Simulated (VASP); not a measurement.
# MnSb: single point with PBEsol

Crystal: MnSb.

```xyz
2
Lattice="0.0000 2.7950 2.7950 2.7950 0.0000 2.7950 2.7950 2.7950 0.0000" Properties=species:S:1:pos:R:3 pbc="T T T"
Sb    2.7950    2.7950    2.7950
Mn    0.0000    0.0000    0.0000
```

```yaml
Program: VASP 6.6.1
Task: single point
Functional: PBEsol
Potentials_or_basis: VASP PAW PBE potentials, release 64 (Sb, Mn_pv)
Cutoff: 520 eV
k_mesh: 8 × 8 × 8
Occupations: gaussian, width 0.1 eV
Spin: collinear spin, ferromagnetic start
Starting_moments: "[0.0, 4.0] μB"
```

```
Pressure                                              : -4.1 GPa
Net moment                                            : 3.84 μB per cell
Site moments                                          : Sb -0.10; Mn +3.75 μB
Valence electrons inside the program's atomic spheres : Sb 2.47; Mn 11.46
```

Levels at points of the mesh, in eV from the Fermi level:
Spin up:
```csv
k point,band 8,band 9,band 10,band 11,band 12,band 13,band 14,band 15
"(0.00, 0.00, 0.00)",-2.75,-2.75,1.34,1.34,1.34,4.96,8.11,8.21
"(0.50, 0.00, 0.00)",-2.60,-2.60,-2.27,2.77,2.77,4.00,4.87,4.87
"(0.50, 0.50, 0.00)",-2.50,-2.50,-1.69,-1.48,-1.48,0.95,4.86,12.53
```
Spin down:
```csv
k point,band 3,band 4,band 5,band 6,band 7,band 8,band 9,band 10,band 11,band 12
"(0.00, 0.00, 0.00)",-46.18,-11.37,0.22,0.22,0.28,0.28,0.28,1.39,1.39,1.39
"(0.50, 0.00, 0.00)",-46.18,-9.30,-5.47,-1.77,-1.77,0.95,0.95,1.14,4.21,4.21
"(0.50, 0.50, 0.00)",-46.18,-8.93,-4.48,-1.31,-1.31,-0.68,0.53,1.02,1.22,1.22
```

It took 42 s on 1 thread of Intel(R) Xeon(R) 6975P-C (Granite Rapids), with other jobs on the host, peak memory 0.2 GiB.

Caveat: the cell stands under tension; the PAW data sets were made with another functional, which shifts forces and pressure a little; spin-orbit coupling is left out, which moves the levels of the heavy elements; a cell with one magnetic atom can't hold antiferromagnetic order, which such compounds often take.
